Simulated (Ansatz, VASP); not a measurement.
## GaN: VASP beside Ansatz

```xyz
2
Lattice="0.0000 2.0122 2.0122 2.0122 0.0000 2.0122 2.0122 2.0122 0.0000" Properties=species:S:1:pos:R:3 pbc="T T T"
Ga    2.0122    2.0122    2.0122
N     0.0000    0.0000    0.0000
```

Change from the starting cell: volume scaled by 1.03.

Alike in both runs: task single point; functional PBEsol; k mesh 13 × 13 × 13; occupations fermi-dirac, width 0.02 eV; no spin polarisation.

|  | VASP | Ansatz |
| --- | --- | --- |
| version | VASP 6.6.1 | Ansatz 0.2.0 |
| potentials or method | VASP PAW PBE potentials, release 64 (Ga_d, N), cutoff 520 eV | all-electron LAPW, scalar-relativistic |

VASP gave:

| Property | Result |
| --- | --- |
| gap on the k mesh at the Fermi level (eV) | 1.61 |
| pressure (GPa) | 46.1 |

Q: Which values does Ansatz return?

A: gap on the k mesh at the Fermi level (eV): 1.62; pressure (GPa): 45.6.

VASP's potentials were made for PBE, not for PBEsol. Both programs put the cell under a high pressure, so it lies far from rest at this level. Ansatz ran all-electron here, and VASP with PAW potentials.
